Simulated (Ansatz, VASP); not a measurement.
# One calculation of Rb, two programs

INCAR

```
  PREC = Accurate
  ENCUT = 520
  EDIFF = 1E-6
  ISMEAR = 0
  SIGMA = 0.1
  LREAL = F
  LASPH = T
  NELM = 80
  ALGO = Normal
  ISIF = 2
  LWAVE = F
  LCHARG = T
  GGA = PS
  LELF = T
  LVHAR = T
  NBANDS = 10
```

File KPOINTS:

```
Automatic mesh
0
Gamma
  10 10 10
```

File POSCAR:

```
Rb
1.0
   -2.6998751606      2.6998751606      2.6998751606
    2.6998751606     -2.6998751606      2.6998751606
    2.6998751606      2.6998751606     -2.6998751606
Rb
1
Direct
    0.0000000000      0.0000000000      0.0000000000
```

Input for Ansatz:

```yaml
crystal:
  lattice:
    - [-2.6998751606, 2.6998751606, 2.6998751606]
    - [2.6998751606, -2.6998751606, 2.6998751606]
    - [2.6998751606, 2.6998751606, -2.6998751606]
  atoms:
    - { symbol: Rb, position: [0.0, 0.0, 0.0] }
basis:
  ecutwfc: 420
kpoints:
  mp_grid: { grid: [10, 10, 10] }
hamiltonian:
  xc: pbesol
  pseudopotentials: { kind: paw }
scf:
  occupations: { method: gaussian, width: 0.1 }
output:
  forces: true
  stress: true
  eigenvalues: true
```

Alike in both runs: task single point; functional PBEsol; k mesh 10 × 10 × 10; occupations gaussian, width 0.1 eV; no spin polarisation.

```csv
,VASP,Ansatz
version,VASP 6.6.1,Ansatz 0.2.0
potentials or method,"VASP PAW PBE potentials, release 64 (Rb_sv), cutoff 520 eV","scalar-relativistic, plane waves, PAW"
valence electrons in the cell,9,9
```

|  | VASP | Ansatz | Ansatz less VASP |
| --- | --- | --- | --- |
| gap on the k mesh at the Fermi level (eV) | none | none | - |
| pressure (GPa) | 0.3 | 0.3 | 0.00 |

VASP's potentials were made for PBE, not for PBEsol. A gap of «none» marks a metal or a gap that the smearing closes.
